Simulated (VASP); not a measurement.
# GaN in VASP: a series of runs

GaN is run at these levels: r2SCAN; tasks: single point.

Program: VASP 6.6.1. These are calculated values, not measurements. Logs are shortened: lines on timing, memory, paths and dates and some standing lists are left out, and cuts for length are marked.

## (1) The cell of the first run

It takes space group R-3m (No. 166, trigonal). Conventional cell: a = 2.982 Å, b = 2.982 Å, c = 7.596 Å, α = 90.00°, β = 90.00°, γ = 120.00°. Ga (site symmetry -3m) has 6 N at 2.14 Å within 2.8 Å. Within 2.8 Å of N (site symmetry -3m) lie 6 Ga at 2.14 Å.

## (2) Single point, r2SCAN (strain along [111] +4.0%)

Contents of POSCAR:

```
GaN
1.0
    0.0562270730      2.1647423092      2.1647423092
    2.1647423092      0.0562270730      2.1647423092
    2.1647423092      2.1647423092      0.0562270730
Ga N
1 1
Direct
    0.0000000000      0.0000000000      0.0000000000
    0.5000000000      0.5000000000      0.5000000000
```

Contents of INCAR.step1:

```
SYSTEM = GaN
PREC = Accurate
ENCUT = 1460
ISMEAR = 0
SIGMA = 0.01
LREAL = .False.
LASPH = .True.
NELM = 120
NBANDS = 16
GGA = PE
ALGO = Normal
EDIFF = 1E-5
LWAVE = .True.
LCHARG = .False.
GGA_COMPAT = .False.
```

Contents of INCAR.step2:

```
SYSTEM = GaN
PREC = Accurate
ENCUT = 1460
EDIFF = 1E-6
ISMEAR = 0
SIGMA = 0.01
LREAL = .False.
LASPH = .True.
NELM = 120
ALGO = Normal
ISIF = 2
LWAVE = .False.
LCHARG = .False.
METAGGA = R2SCAN
LMIXTAU = .True.
NBANDS = 16
ISTART = 1
GGA_COMPAT = .False.
```

Contents of KPOINTS:

```
regular mesh
0
Gamma
  10 10 10
  0 0 0
```

Potentials or basis: VASP PAW PBE potentials, release 64 (Ga_d, N_h).

The run is started by

```sh
$ cat potpaw_PBE.64/Ga_d/POTCAR potpaw_PBE.64/N_h/POTCAR > POTCAR
$ cp INCAR.step1 INCAR
$ mpirun -np 1 vasp_std > vasp.out
$ cp INCAR.step2 INCAR
$ mpirun -np 1 vasp_std > vasp.out
```

OUTCAR:

```text
SYSTEM = GaN
   PREC = Accurate
   ENCUT = 1460
   EDIFF = 1E-6
   ISMEAR = 0
   LREAL = .False.
   LASPH = .True.
   NELM = 120
   ISIF = 2
   METAGGA = R2SCAN
   ISTART = 1

 ion  position               nearest neighbor table
   1  0.000  0.000  0.000-   2 2.14   2 2.14   2 2.14   2 2.14   2 2.14   2 2.14
   2  0.500  0.500  0.500-   1 2.14   1 2.14   1 2.14   1 2.14   1 2.14   1 2.14

  LATTYP: Found a trigonal (rhomboedric) cell.
 ALAT       =     3.0619242339
 COS(alpha) =     0.5257966616

  Lattice vectors:

 A1 = (   0.0562270730,   2.1647423092,   2.1647423092)
 A2 = (   2.1647423092,   0.0562270730,   2.1647423092)
 A3 = (   2.1647423092,   2.1647423092,   0.0562270730)

Analysis of symmetry for initial positions (statically):
=====================================================================
 Subroutine PRICEL returns:
 Original cell was already a primitive cell.

 Routine SETGRP: Setting up the symmetry group for a
 trigonal (rhombohedral) supercell.

 Subroutine GETGRP returns: Found 12 space group operations
 (whereof 12 operations were pure point group operations)
 out of a pool of 12 trial point group operations.

The static configuration has the point symmetry D_3d.

Analysis of symmetry for dynamics (positions and initial velocities):
=====================================================================
 Subroutine PRICEL returns:
 Original cell was already a primitive cell.

 Routine SETGRP: Setting up the symmetry group for a
 trigonal (rhombohedral) supercell.

 Subroutine GETGRP returns: Found 12 space group operations
 (whereof 12 operations were pure point group operations)
 out of a pool of 12 trial point group operations.

The dynamic configuration has the point symmetry D_3d.

 Subroutine INISYM returns: Found 12 space group operations
 (whereof 12 operations are pure point group operations),
 and found     1 'primitive' translations

----------------------------------------------------------------------------------------

                                     Primitive cell

  volume of cell :      19.4982

  direct lattice vectors                    reciprocal lattice vectors
     0.056227073  2.164742309  2.164742309    -0.240173866  0.234093515  0.234093515
     2.164742309  0.056227073  2.164742309     0.234093515 -0.240173866  0.234093515
     2.164742309  2.164742309  0.056227073     0.234093515  0.234093515 -0.240173866

  length of vectors
     3.061924234  3.061924234  3.061924234     0.409002486  0.409002486  0.409002486

  position of ions in fractional coordinates (direct lattice)
     0.000000000  0.000000000  0.000000000
     0.500000000  0.500000000  0.500000000

  ion indices of the primitive-cell ions
   primitive index   ion index
                 1           1
                 2           2

----------------------------------------------------------------------------------------

 KPOINTS: regular mesh

Automatic generation of k-mesh.
 Grid dimensions read from file:
 generate k-points for:   10   10   10

 Generating k-lattice:

  Cartesian coordinates                     Fractional coordinates (reciprocal lattice)
    -0.024017387  0.023409352  0.023409352     0.100000000  0.000000000  0.000000000
     0.023409352 -0.024017387  0.023409352     0.000000000  0.100000000  0.000000000
     0.023409352  0.023409352 -0.024017387     0.000000000  0.000000000  0.100000000

  Length of vectors
     0.040900249  0.040900249  0.040900249

  Shift w.r.t. Gamma in fractional coordinates (k-lattice)
     0.000000000  0.000000000  0.000000000

 Subroutine IBZKPT returns following result:
 ===========================================

 Found    116 irreducible k-points:

 Following reciprocal coordinates:
            Coordinates               Weight
  0.000000  0.000000  0.000000      1.000000
  0.100000 -0.000000  0.000000      6.000000
  0.200000 -0.000000  0.000000      6.000000
  0.300000  0.000000  0.000000      6.000000
  0.400000 -0.000000  0.000000      6.000000
  0.500000 -0.000000 -0.000000      3.000000
[... 16 lines left out ...]
  0.300000  0.300000 -0.000000      6.000000
  0.400000  0.300000 -0.000000     12.000000
 [... further k-points ...]
   k-points           NKPTS =    116   k-points in BZ     NKDIM =    116   number of bands    NBANDS=     16
   number of dos      NEDOS =    301   number of ions     NIONS =      2
   total plane-waves  NPLWV =  64000
   dimension x,y,z NGX =    40 NGY =   40 NGZ =   40
   dimension x,y,z NGXF=    80 NGYF=   80 NGZF=   80
   ions per type =               1   1
   NGX,Y,Z   is equivalent  to a cutoff of  21.72, 21.72, 21.72 a.u.
   NGXF,Y,Z  is equivalent  to a cutoff of  43.44, 43.44, 43.44 a.u.
 SYSTEM =  GaN
   PREC   = accura    normal or accurate (medium, high low for compatibility)
   ISTART =      1    job   : 0-new  1-cont  2-samecut
   ICHARG =      0    charge: 1-file 2-atom 10-const
   ISPIN  =      1    spin polarized calculation?
   LNONCOLLINEAR =      F non collinear calculations
   LSORBIT =      F    spin-orbit coupling
   LASPH  =      T    aspherical Exc in radial PAW
   ENCUT  = 1460.0 eV 107.31 Ry   10.36 a.u.   9.54  9.54  9.54*2*pi/ulx,y,z
   NELM   =    120;   NELMIN=  2; NELMDL=  0     # of ELM steps
   EDIFF  = 0.1E-05   stopping-criterion for ELM
   LREAL  =      F    real-space projection
   EDIFFG = 0.1E-04   stopping-criterion for IOM
   NSW    =      0    number of steps for IOM
   IBRION =     -1    ionic relax: 0-MD 1-quasi-New 2-CG
   NFREE  =      0    steps in history (QN), initial steepest desc. (CG)
   ISIF   =      2    stress and relaxation
   ISYM   =      2    0-nonsym 1-usesym 2-fastsym
   POTIM  = 0.5000    time-step for ionic-motion
   TEBEG  =    0.0;   TEEND  =   0.0 temperature during run
   PSTRESS=    0.0 pullay stress
   NELECT =      18.0000    total number of electrons
   NUPDOWN=      -1.0000    fix difference up-down
   EMIN   =  10.00;   EMAX   =-10.00  energy-range for DOS
   EFERMI =   0.00;   METHOD = LEGACY
   ISMEAR =     0;   SIGMA  =   0.01  broadening in eV -4-tet -1-fermi 0-gaus
   EFERMI_NEDOS =   21; number of points for ismear=-14 and -15
   IALGO  =     38    algorithm
   IMIX   =      4    mixing-type and parameters
     AMIX     =   0.40;   BMIX     =  1.00
     AMIX_MAG =   1.60;   BMIX_MAG =  1.00
  volume/ion in A,a.u.               =       9.75        65.79
  Fermi-wavevector in a.u.,A,eV,Ry     =   1.594047  3.012312 34.572215  2.540986
  Thomas-Fermi vector in A             =   2.692182
   LORBIT       =      0    0 simple, 1 ext, 2 COOP (PROOUT), +10 PAW based schemes
   METAGGA = R2SCAN    functional components
   LHFCALC =     F    Hartree Fock is set to
   AEXX    =    0.0000 exact exchange contribution
   IVDW    =     0    specifies the selected vdW correction
   LEPSILON=     F    determine dielectric tensor
   LRPA    =     F    only Hartree local field effects (RPA)
 non-spin polarized calculation
 Gauss-broadening in eV      SIGMA  =   0.01
  energy-cutoff  :     1460.00
  volume of cell :       19.50
 maximum number of plane-waves:      2502
 NGX is ok and might be reduce to    40
   NGX = 19   NGY = 19   NGZ = 19

 number of electron      18.0000000 magnetization

 Free energy of the ion-electron system (eV)
  ---------------------------------------------------
  ext. energy  EPLUGINS =         0.00000000
  ---------------------------------------------------
  free energy    TOTEN  =       -20.93486803 eV

  energy without entropy =      -20.93486803  energy(sigma->0) =      -20.93486803

 E-fermi :   7.7682     XC(G=0): -13.9584

 val. band max:        7.7098855949   @ k =   0.3000   0.2000   0.2000
 cond. band min:       8.4816979072   @ k =   0.5000   0.5000   0.0000
 fundamental gap:      0.7718123123
 Fermi energy:         7.7681637794

 k-point     1 :       0.0000    0.0000    0.0000
  band No.  band energies     occupation
      1     -10.1312      2.00000
      2      -6.8177      2.00000
      3      -6.8177      2.00000
      4      -6.8172      2.00000
      5      -6.7381      2.00000
      6      -6.7381      2.00000
[... 8 lines left out ...]
     15      24.1292      0.00000
     16      24.1292      0.00000

 k-point     2 :       0.1000   -0.0000    0.0000
  band No.  band energies     occupation
      1      -9.9388      2.00000
      2      -6.8283      2.00000
      3      -6.8088      2.00000
      4      -6.7987      2.00000
      5      -6.7579      2.00000
      6      -6.7485      2.00000
[... 8 lines left out ...]
     15      24.0854      0.00000
     16      24.4972      0.00000

 k-point     3 :       0.2000   -0.0000    0.0000
  band No.  band energies     occupation
      1      -9.3835      2.00000
      2      -6.8675      2.00000
      3      -6.8225      2.00000
      4      -6.8126      2.00000
      5      -6.7455      2.00000
      6      -6.7284      2.00000
[... 8 lines left out ...]
     15      24.6404      0.00000
     16      25.7123      0.00000

 k-point     4 :       0.3000    0.0000    0.0000
  band No.  band energies     occupation
      1      -8.5492      2.00000
      2      -6.9340      2.00000
      3      -6.8772      2.00000
      4      -6.8524      2.00000
      5      -6.6816      2.00000
      6      -6.6739      2.00000
[... 8 lines left out ...]
     15      26.4520      0.00000
     16      27.6559      0.00000

 k-point     5 :       0.4000   -0.0000    0.0000
  band No.  band energies     occupation
      1      -7.6494      2.00000
      2      -6.9925      2.00000
      3      -6.9294      2.00000
      4      -6.8916      2.00000
      5      -6.6292      2.00000
      6      -6.6269      2.00000
[... 8 lines left out ...]
     15      28.8377      0.00000
     16      30.1547      0.00000

 k-point     6 :       0.5000   -0.0000   -0.0000
  band No.  band energies     occupation
      1      -7.1435      2.00000
      2      -7.0205      2.00000
      3      -6.9720      2.00000
      4      -6.9492      2.00000
      5      -6.6093      2.00000
      6      -6.6090      2.00000
[... 8 lines left out ...]
     15      30.9802      0.00000
     16      32.0124      0.00000

 k-point     7 :       0.1000    0.1000    0.0000
  band No.  band energies     occupation
      1      -9.8842      2.00000
      2      -6.8356      2.00000
      3      -6.8022      2.00000
      4      -6.7988      2.00000
      5      -6.7727      2.00000
      6      -6.7291      2.00000
[... 8 lines left out ...]
     15      25.7157      0.00000
     16      26.3581      0.00000

 k-point     8 :       0.2000    0.1000   -0.0000
  band No.  band energies     occupation
      1      -9.4731      2.00000
      2      -6.8584      2.00000
      3      -6.8203      2.00000
      4      -6.7900      2.00000
      5      -6.7559      2.00000
      6      -6.7128      2.00000
[... 8 lines left out ...]
     15      26.2622      0.00000
     16      26.9598      0.00000

 k-point     9 :       0.3000    0.1000    0.0000
  band No.  band energies     occupation
      1      -8.7836      2.00000
      2      -6.9037      2.00000
      3      -6.8421      2.00000
      4      -6.8195      2.00000
      5      -6.6792      2.00000
      6      -6.6643      2.00000
[... 8 lines left out ...]
     15      26.6546      0.00000
     16      28.1941      0.00000
[... 172 lines left out ...]
 k-point    19 :       0.5000    0.2000   -0.0000
  band No.  band energies     occupation
      1      -8.0682      2.00000
      2      -6.8980      2.00000
      3      -6.8737      2.00000
      4      -6.7380      2.00000
      5      -6.5948      2.00000
      6      -5.6533      2.00000
[... 8 lines left out ...]
     15      30.0524      0.00000
     16      31.8402      0.00000

 k-point    20 :      -0.4000    0.2000   -0.0000
  band No.  band energies     occupation
      1      -7.9371      2.00000
      2      -6.9254      2.00000
      3      -6.8883      2.00000
      4      -6.7512      2.00000
      5      -6.6172      2.00000
      6      -5.5899      2.00000
[... 8 lines left out ...]
     15      28.7435      0.00000
     16      29.5684      0.00000

 k-point    21 :      -0.3000    0.2000   -0.0000
  band No.  band energies     occupation
      1      -8.0282      2.00000
      2      -6.9385      2.00000
      3      -6.8753      2.00000
      4      -6.7986      2.00000
      5      -6.6648      2.00000
      6      -6.0578      2.00000
[... 8 lines left out ...]
     15      27.7711      0.00000
     16      29.6034      0.00000

 k-point    22 :      -0.2000    0.2000    0.0000
  band No.  band energies     occupation
      1      -8.4460      2.00000
      2      -6.9233      2.00000
      3      -6.8556      2.00000
      4      -6.8424      2.00000
      5      -6.7141      2.00000
      6      -6.4551      2.00000
[... 8 lines left out ...]
     15      26.9341      0.00000
     16      29.5636      0.00000

 k-point    23 :       0.3000    0.3000   -0.0000
  band No.  band energies     occupation
      1      -8.7321      2.00000
      2      -6.9141      2.00000
      3      -6.6858      2.00000
      4      -6.6594      2.00000
      5      -6.6566      2.00000
      6      -6.2335      2.00000
[... 8 lines left out ...]
     15      32.0739      0.00000
     16      33.2804      0.00000

 k-point    24 :       0.4000    0.3000   -0.0000
  band No.  band energies     occupation
      1      -8.5734      2.00000
      2      -6.9238      2.00000
      3      -6.7117      2.00000
      4      -6.6494      2.00000
      5      -6.6009      2.00000
      6      -5.6155      2.00000
[... 8 lines left out ...]
     15      32.8539      0.00000
     16      34.6356      0.00000

 [... further k-points ...]

------------------------ aborting loop because EDIFF is reached ----------------------------------------

  FORCE on cell =-STRESS in cart. coord.  units (eV):
  Direction    XX          YY          ZZ          XY          YZ          ZX
  --------------------------------------------------------------------------------------
  -------------------------------------------------------------------------------------
  Total       -0.9429233     -0.9429233     -0.9429233     -0.7351664     -0.7351664     -0.7351664
  in kB      -77.4806758    -77.4806758    -77.4806758    -60.4091442    -60.4091442    -60.4091442
  external PRESSURE =     -77.4806758 kB  Pullay stress =       0.0000000 kB

 VOLUME and BASIS-vectors are now :
 -----------------------------------------------------------------------------
  energy-cutoff  :     1460.00
  volume of cell :       19.50
      direct lattice vectors                 reciprocal lattice vectors
     0.056227073  2.164742309  2.164742309    -0.240173866  0.234093515  0.234093515
     2.164742309  0.056227073  2.164742309     0.234093515 -0.240173866  0.234093515
     2.164742309  2.164742309  0.056227073     0.234093515  0.234093515 -0.240173866

 POSITION                                       TOTAL-FORCE (eV/Angst)
 -----------------------------------------------------------------------------------
      0.00000      0.00000      0.00000         0.000000     -0.000000      0.000000
      2.19286      2.19286      2.19286        -0.000000      0.000000     -0.000000
 -----------------------------------------------------------------------------------
    total drift:                                0.000000     -0.000000     -0.000000

  FREE ENERGIE OF THE ION-ELECTRON SYSTEM (eV)
  ---------------------------------------------------
  free  energy   TOTEN  =       -20.9348680287 eV

  energy  without entropy=      -20.9348680287  energy(sigma->0) =      -20.93486803
```

Run time: 3.6 min. Hardware: 1 thread of Intel Xeon 6975P-C (Granite Rapids), shared host; peak memory 0.39 GiB.

What came out:

```yaml
Free_energy: -20.9349 eV
Pressure: -7.7 GPa
Band_gap_on_the_k_mesh: 0.77 eV (least direct gap 2.67 eV)
```

Caveat: the cell differs from its parent crystal (strain along [111] +4.0%); the cell stands under tension; the structure was generated, so it needn't be the stable form of GaN; semilocal functionals underestimate gaps, and a narrow one can read as zero; the PAW data sets were made with another functional, which shifts forces and pressure a little.

## (3) Single point, r2SCAN

This run uses another cell than the first one, of 9.37 Å³/atom.

Contents of POSCAR:

```
GaN
1.0
    0.0000000000      2.1085152362      2.1085152362
    2.1085152362      0.0000000000      2.1085152362
    2.1085152362      2.1085152362      0.0000000000
Ga N
1 1
Direct
    0.0000000000      0.0000000000      0.0000000000
    0.5000000000      0.5000000000      0.5000000000
```

INCAR.step1 is that of step 2.

INCAR.step2 is that of step 2.

KPOINTS is that of step 2.

Potentials or basis: VASP PAW PBE potentials, release 64 (Ga_d, N_h).

The run is started by

```sh
$ cat potpaw_PBE.64/Ga_d/POTCAR potpaw_PBE.64/N_h/POTCAR > POTCAR
$ cp INCAR.step1 INCAR
$ mpirun -np 1 vasp_std > vasp.out
$ cp INCAR.step2 INCAR
$ mpirun -np 1 vasp_std > vasp.out
```

It took 2 min on 1 thread of Intel Xeon 6975P-C (Granite Rapids), shared host; peak memory 0.31 GiB.

It converged, with:

```
Free energy            : -20.9797 eV
Pressure               : 1.0 GPa
Band gap on the k mesh : 1.18 eV (least direct gap 3.41 eV)
```

Levels at points of the mesh, in eV from the valence-band top:
```csv
k point,band 5,band 6,band 7,band 8,band 9,band 10,band 11,band 12,band 13,band 14
"(0.00, 0.00, 0.00)",-14.29,-14.29,-0.50,-0.50,-0.50,2.90,15.52,15.52,15.52,17.05
"(0.50, 0.00, 0.00)",-14.13,-14.13,-8.36,-0.15,-0.15,5.43,9.88,9.88,10.44,17.59
"(0.50, 0.50, 0.00)",-14.08,-11.51,-7.25,-3.12,-3.12,1.18,8.54,13.15,15.78,15.78
```

Caveat: the structure was generated, so it needn't be the stable form of GaN; the PAW data sets were made with another functional, which shifts forces and pressure a little.
